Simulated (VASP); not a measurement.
## MoS2: single point with PBE+D3(BJ)

MoS2, a sheet with vacuum:

```
S Mo
1.0
     3.15172    0.00000    0.00000
    -1.57586    2.72947    0.00000
     0.00000    0.00000   42.35400
S Mo
4 2
Direct
  0.66667 0.33333 0.21348
  0.66667 0.33333 0.28747
  0.33333 0.66667 0.35656
  0.33333 0.66667 0.43054
  0.33333 0.66667 0.25049
  0.66667 0.33333 0.39353
```

| Property | Result |
| --- | --- |
| Program | VASP 6.6.1 |
| Task | single point |
| Functional | PBE |
| Dispersion | D3(BJ) |
| Potentials or basis | VASP PAW PBE potentials, release 64 (S, Mo_sv) |
| Cutoff | 520 eV |
| k mesh | 12 × 12 × 1 |
| Occupations | gaussian, width 0.02 eV |
| Spin | no spin polarisation |

```json
{"Largest force": "0.013 eV/Å", "Band gap on the k mesh": "1.22 eV (least direct gap 1.75 eV)", "Dispersion energy per atom": "-0.375 eV"}
```

Forces on the atoms (eV/Å):
```
S    0.000  0.000  0.012
S    0.000  0.000 -0.013
S    0.000  0.000  0.013
S    0.000  0.000 -0.012
Mo   0.000  0.000 -0.001
Mo   0.000  0.000  0.001
```

Levels at points of the mesh, in eV from the valence-band top:
| k point | band 22 | band 23 | band 24 | band 25 | band 26 | band 27 | band 28 | band 29 | band 30 | band 31 |
| --- | --- | --- | --- | --- | --- | --- | --- | --- | --- | --- |
| (0.00, 0.00, 0.00) | -1.92 | -1.92 | -1.78 | -0.76 | 0.00 | 2.33 | 2.33 | 2.35 | 2.35 | 2.53 |
| (0.50, 0.00, 0.00) | -2.38 | -1.47 | -1.34 | -1.19 | -1.12 | 1.86 | 1.89 | 2.30 | 2.45 | 3.23 |

Run time: 10 min on 1 thread of Intel Xeon 8259CL (shared host), peak memory 0.53 GiB.
